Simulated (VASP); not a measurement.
# Y (P6_3/mmc) in VASP: electric field gradients with PBE

Aim: the electric field gradients of Y with PBE.

All numbers are computed with VASP 6.6.1; they aren't measurements. Logs are shortened: lines on timing, memory, paths and dates and some standing lists are left out, and cuts for length are marked.

## Step 1: The cell of the first run

It takes space group P6_3/mmc (No. 194, hexagonal). The conventional cell has a = 3.651 Å, b = 3.651 Å, c = 5.747 Å, α = 90.00°, β = 90.00°, γ = 120.00°. Y (site symmetry -6m2) has 12 Y at 3.56 to 3.65 Å within 4.7 Å.

## Step 2: Electric field gradients, PBE

Contents of INCAR:

```
SYSTEM = Y
  PREC = Accurate
  ENCUT = 400
  EDIFF = 1E-8
  ISMEAR = -1
  SIGMA = 0.05
  LREAL = .False.
  LASPH = .True.
  NELM = 120
  ALGO = Normal
  ISIF = 2
  LWAVE = .False.
  LCHARG = .False.
  GGA = PE
  LEFG = .True.
  ISYM = -1
  NBANDS = 18
  GGA_COMPAT = .False.
```

Contents of KPOINTS:

```
explicit points
203
Reciprocal
  0.05555556   0.05555556   0.10000000 2
  0.05555556   0.05555556   0.30000000 2
  0.05555556   0.05555556   0.50000000 2
  0.05555556   0.05555556   0.70000000 2
  0.05555556   0.05555556   0.90000000 2
  0.05555556   0.16666667   0.10000000 2
[... 195 lines left out ...]
  0.50000000   0.50000000   0.30000000 2
  0.50000000   0.50000000   0.50000000 1
```

Contents of POSCAR:

```
Y
1.0
    3.6514992371      0.0000000000      0.0000000000
   -1.8257496185      3.1622911012      0.0000000000
    0.0000000000      0.0000000000      5.7474000000
Y
2
Direct
    0.3333333333      0.6666666667      0.2500000000
    0.6666666667      0.3333333333      0.7500000000
```

Potentials or basis: VASP PAW PBE potentials, release 64 (Y_sv).

Run with:

```console
> cat potpaw_PBE.64/Y_sv/POTCAR > POTCAR
> mpirun -np 1 vasp_std > vasp.out
```

OUTCAR:

```text
SYSTEM = Y
   PREC = Accurate
   ENCUT = 400
   EDIFF = 1E-8
   ISMEAR = -1
   LREAL = .False.
   LASPH = .True.
   NELM = 120
   ISIF = 2
   GGA = PE
   ISYM = -1

 ion  position               nearest neighbor table
   1  0.333  0.667  0.250-   2 3.56   2 3.56   2 3.56   2 3.56   2 3.56   2 3.56
   2  0.667  0.333  0.750-   1 3.56   1 3.56   1 3.56   1 3.56   1 3.56   1 3.56

IMPORTANT INFORMATION: All symmetrisations will be switched off!
NOSYMM: (Re-)initialisation of all symmetry stuff for point group C_1.

----------------------------------------------------------------------------------------

                                     Primitive cell

  volume of cell :      66.3658

  direct lattice vectors                    reciprocal lattice vectors
     3.651499237  0.000000000  0.000000000     0.273860115  0.158113211  0.000000000
    -1.825749618  3.162291101  0.000000000     0.000000000  0.316226422  0.000000000
     0.000000000  0.000000000  5.747400000     0.000000000  0.000000000  0.173991718

  length of vectors
     3.651499237  3.651499237  5.747400000     0.316226422  0.316226422  0.173991718

  position of ions in fractional coordinates (direct lattice)
     0.333333333  0.666666667  0.250000000
     0.666666667  0.333333333  0.750000000

  ion indices of the primitive-cell ions
   primitive index   ion index
                 1           1
                 2           2

----------------------------------------------------------------------------------------

 KPOINTS: explicit points

Read explicit list of k-points.

 Found    203 k-points:

 Following reciprocal coordinates:
            Coordinates               Weight
  0.055556  0.055556  0.100000      0.004938
  0.055556  0.055556  0.300000      0.004938
  0.055556  0.055556  0.500000      0.004938
  0.055556  0.055556  0.700000      0.004938
  0.055556  0.055556  0.900000      0.004938
  0.055556  0.166667  0.100000      0.004938
[... 16 lines left out ...]
  0.055556  0.500000  0.500000      0.004938
  0.055556  0.500000  0.700000      0.004938
 [... further k-points ...]
   k-points           NKPTS =    203   k-points in BZ     NKDIM =    203   number of bands    NBANDS=     18
   number of dos      NEDOS =    301   number of ions     NIONS =      2
   total plane-waves  NPLWV =  23040
   dimension x,y,z NGX =    24 NGY =   24 NGZ =   40
   dimension x,y,z NGXF=    48 NGYF=   48 NGZF=   80
   ions per type =               2
   NGX,Y,Z   is equivalent  to a cutoff of  10.93, 10.93, 11.57 a.u.
   NGXF,Y,Z  is equivalent  to a cutoff of  21.85, 21.85, 23.14 a.u.
 SYSTEM =  Y
   PREC   = accura    normal or accurate (medium, high low for compatibility)
   ISTART =      0    job   : 0-new  1-cont  2-samecut
   ICHARG =      2    charge: 1-file 2-atom 10-const
   ISPIN  =      1    spin polarized calculation?
   LNONCOLLINEAR =      F non collinear calculations
   LSORBIT =      F    spin-orbit coupling
   LASPH  =      T    aspherical Exc in radial PAW
   ENCUT  =  400.0 eV  29.40 Ry    5.42 a.u.   5.95  5.95  9.37*2*pi/ulx,y,z
   NELM   =    120;   NELMIN=  2; NELMDL= -5     # of ELM steps
   EDIFF  = 0.1E-07   stopping-criterion for ELM
   LREAL  =      F    real-space projection
   EDIFFG = 0.1E-06   stopping-criterion for IOM
   NSW    =      0    number of steps for IOM
   IBRION =     -1    ionic relax: 0-MD 1-quasi-New 2-CG
   NFREE  =      0    steps in history (QN), initial steepest desc. (CG)
   ISIF   =      2    stress and relaxation
   ISYM   =     -1    0-nonsym 1-usesym 2-fastsym
   POTIM  = 0.5000    time-step for ionic-motion
   TEBEG  =    0.0;   TEEND  =   0.0 temperature during run
   PSTRESS=    0.0 pullay stress
   NELECT =      22.0000    total number of electrons
   NUPDOWN=      -1.0000    fix difference up-down
   EMIN   =  10.00;   EMAX   =-10.00  energy-range for DOS
   EFERMI =   0.00;   METHOD = LEGACY
   ISMEAR =    -1;   SIGMA  =   0.05  broadening in eV -4-tet -1-fermi 0-gaus
   EFERMI_NEDOS =   21; number of points for ismear=-14 and -15
   IALGO  =     38    algorithm
   IMIX   =      4    mixing-type and parameters
     AMIX     =   0.40;   BMIX     =  1.00
     AMIX_MAG =   1.60;   BMIX_MAG =  1.00
  volume/ion in A,a.u.               =      33.18       223.93
  Fermi-wavevector in a.u.,A,eV,Ry     =   1.133011  2.141081 17.465997  1.283715
  Thomas-Fermi vector in A             =   2.269713
   LORBIT       =      0    0 simple, 1 ext, 2 COOP (PROOUT), +10 PAW based schemes
   GGA     = PE    functional components
   LHFCALC =     F    Hartree Fock is set to
   AEXX    =    0.0000 exact exchange contribution
   IVDW    =     0    specifies the selected vdW correction
   LEPSILON=     F    determine dielectric tensor
   LRPA    =     F    only Hartree local field effects (RPA)
 non-spin polarized calculation
  energy-cutoff  :      400.00
  volume of cell :       66.37
 maximum number of plane-waves:      1222
 NGX is ok and might be reduce to    24
   NGX = 11   NGY = 11   NGZ = 19

 number of electron      22.0000001 magnetization

 Free energy of the ion-electron system (eV)
  ---------------------------------------------------
  ext. energy  EPLUGINS =         0.00000000
  ---------------------------------------------------
  free energy    TOTEN  =       -12.88185089 eV

  energy without entropy =      -12.85147218  energy(sigma->0) =      -12.86666154

 E-fermi :   2.9561     XC(G=0):  -9.3879

 val. band max:        2.9187769204   @ k =   0.2778   0.3889   0.5000
 cond. band min:       2.9661403251   @ k =   0.3889   0.6111   0.1000
 fundamental gap:      0.0473634046
 Fermi energy:         2.9560947107

 k-point     1 :       0.0556    0.0556    0.1000
  band No.  band energies     occupation
      1     -39.7596      2.00000
      2     -39.6966      2.00000
      3     -19.9943      2.00000
      4     -19.5963      2.00000
      5     -19.5786      2.00000
      6     -19.5226      2.00000
[... 10 lines left out ...]
     17       5.7056      0.00000
     18       5.7218      0.00000

 k-point     2 :       0.0556    0.0556    0.3000
  band No.  band energies     occupation
      1     -39.7476      2.00000
      2     -39.7087      2.00000
      3     -19.9033      2.00000
      4     -19.6027      2.00000
      5     -19.5766      2.00000
      6     -19.5606      2.00000
[... 10 lines left out ...]
     17       6.3870      0.00000
     18       6.4510      0.00000

 k-point     3 :       0.0556    0.0556    0.5000
  band No.  band energies     occupation
      1     -39.7282      2.00000
      2     -39.7282      2.00000
      3     -19.7532      2.00000
      4     -19.7532      2.00000
      5     -19.5447      2.00000
      6     -19.5447      2.00000
[... 10 lines left out ...]
     17       7.1858      0.00000
     18       7.1902      0.00000

 k-point     4 :       0.0556    0.0556    0.7000
  band No.  band energies     occupation
      1     -39.7476      2.00000
      2     -39.7087      2.00000
      3     -19.9033      2.00000
      4     -19.6027      2.00000
      5     -19.5766      2.00000
      6     -19.5606      2.00000
[... 375 lines left out ...]
      4     -19.9115      2.00000
      5     -19.6844      2.00000
      6     -19.6439      2.00000
[... 10 lines left out ...]
     17       7.8101      0.00000
     18       8.0634      0.00000

 k-point    23 :       0.0556    0.5000    0.5000
  band No.  band energies     occupation
      1     -39.6973      2.00000
      2     -39.6973      2.00000
      3     -19.9689      2.00000
      4     -19.9689      2.00000
      5     -19.6291      2.00000
      6     -19.6291      2.00000
[... 10 lines left out ...]
     17       7.8811      0.00000
     18       7.8811      0.00000

 k-point    24 :       0.0556    0.5000    0.7000
  band No.  band energies     occupation
      1     -39.7040      2.00000
      2     -39.6906      2.00000
      3     -19.9766      2.00000
      4     -19.9115      2.00000
      5     -19.6844      2.00000
      6     -19.6439      2.00000
[... 10 lines left out ...]
     17       7.8101      0.00000
     18       8.0627      0.00000

 [... further k-points ...]

------------------------ aborting loop because EDIFF is reached ----------------------------------------

  FORCE on cell =-STRESS in cart. coord.  units (eV):
  Direction    XX          YY          ZZ          XY          YZ          ZX
  --------------------------------------------------------------------------------------
  -------------------------------------------------------------------------------------
  Total       -0.0915994     -0.0872448     -0.4337479      0.0037714     -0.0000001     -0.0000001
  in kB       -2.2113558     -2.1062291    -10.4713693      0.0910486     -0.0000028     -0.0000015
  external PRESSURE =      -4.9296514 kB  Pullay stress =       0.0000000 kB

 VOLUME and BASIS-vectors are now :
 -----------------------------------------------------------------------------
  energy-cutoff  :      400.00
  volume of cell :       66.37
      direct lattice vectors                 reciprocal lattice vectors
     3.651499237  0.000000000  0.000000000     0.273860115  0.158113211  0.000000000
    -1.825749618  3.162291101  0.000000000     0.000000000  0.316226422  0.000000000
     0.000000000  0.000000000  5.747400000     0.000000000  0.000000000  0.173991718

 POSITION                                       TOTAL-FORCE (eV/Angst)
 -----------------------------------------------------------------------------------
     -0.00000      2.10819      1.43685        -0.000035      0.000020      0.000000
      1.82575      1.05410      4.31055         0.000035     -0.000020     -0.000000
 -----------------------------------------------------------------------------------
    total drift:                               -0.000000     -0.000001     -0.000000

  FREE ENERGIE OF THE ION-ELECTRON SYSTEM (eV)
  ---------------------------------------------------
  free  energy   TOTEN  =       -12.8818508883 eV

  energy  without entropy=      -12.8514721828  energy(sigma->0) =      -12.86666154

 Electric field gradients (V/A^2)
---------------------------------------------------------------------
 ion       V_xx      V_yy      V_zz      V_xy      V_xz      V_yz
---------------------------------------------------------------------
   1     -12.912   -13.336    26.248    -0.367     0.000     0.000
   2     -12.912   -13.336    26.248    -0.367     0.000     0.000
---------------------------------------------------------------------

 Electric field gradients after diagonalization (V/A^2)
 (convention: |V_zz| > |V_xx| > |V_yy|)
----------------------------------------------------------------------
 ion       V_xx      V_yy      V_zz     asymmetry (V_yy - V_xx)/ V_zz
----------------------------------------------------------------------
   1     -13.548   -12.700    26.248       0.032
   2     -13.548   -12.700    26.248       0.032
----------------------------------------------------------------------

           NMR quadrupolar parameters

 Cq : quadrupolar parameter    Cq=e*Q*V_zz/h
 eta: asymmetry parameters     (V_yy - V_xx)/ V_zz
 Q  : nuclear electric quadrupole moment in mb (millibarn)
----------------------------------------------------------------------
 ion       Cq(MHz)       eta       Q (mb)
----------------------------------------------------------------------
   1       0.063       0.032       1.000
   2       0.063       0.032       1.000
----------------------------------------------------------------------
```

It took 97 s on 1 thread of Intel Xeon Platinum 8559C (Emerald Rapids), shared host; peak memory 0.28 GiB.

What came out:

* Free energy: -12.8819 eV
* Pressure: -0.5 GPa
* Band gap on the k mesh: zero (bands 11 and 12 overlap by 1.34 eV)
* Largest electric field gradient by atom: Y +26.2 V/Å²

Electric field gradients, principal values (V/Å²):
| atom | least | middle | greatest (by size) |
| --- | --- | --- | --- |
| 1 Y | -12.700 | -13.548 | 26.248 |
| 2 Y | -12.700 | -13.548 | 26.248 |

Caveat: without QUAD_EFG the Cq values of the log hold for a quadrupole moment of 1 mb, not for the nuclei.

The gap in the log of VASP goes by the Fermi energy; the results here count the filled bands.